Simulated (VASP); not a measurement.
Input of a VASP 6.6.1 run:

Contents of INCAR:

```
SYSTEM = KAg3
PREC     = Accurate       ! precision mode
ENCUT    = 520            ! plane-wave cutoff, eV
EDIFF    = 1E-6           ! SCF threshold, eV
ISMEAR   = 0              ! smearing method
SIGMA    = 0.1            ! smearing width, eV
LREAL    = .False.        ! projectors in reciprocal space
LASPH    = .True.         ! aspherical terms in the spheres
NELM     = 60             ! most SCF steps
ALGO     = Fast           ! electronic algorithm
ISIF     = 2              ! what is computed and relaxed
LWAVE    = .False.        ! write WAVECAR
LCHARG   = .False.        ! write CHGCAR
GGA      = PE             ! functional
NBANDS   = 29             ! bands
```

Contents of KPOINTS:

```
regular mesh
0
Gamma
  10 10 10
  0 0 0
```

POSCAR

```
KAg3
1.0
    4.5298536013      0.0000000000      0.0000000000
    0.0000000000      4.5298536013      0.0000000000
    0.0000000000      0.0000000000      4.5298536013
K Ag
1 3
Direct
    0.0000000000      0.0000000000      0.0000000000
    0.0000000000      0.5000000000      0.5000000000
    0.5000000000      0.0000000000      0.5000000000
    0.5000000000      0.5000000000      0.0000000000
```

Potentials or basis: VASP PAW PBE potentials, release 64 (K_sv, Ag).

The run is started by

```console
$ cat potpaw_PBE.64/K_sv/POTCAR potpaw_PBE.64/Ag/POTCAR > POTCAR
$ mpirun -np 1 vasp_std > vasp.out
```

Estimate the pressure.

0.1 GPa.

What does it give for the band gap on the k mesh?

Zero (bands 21 and 22 overlap by 2.84 eV).
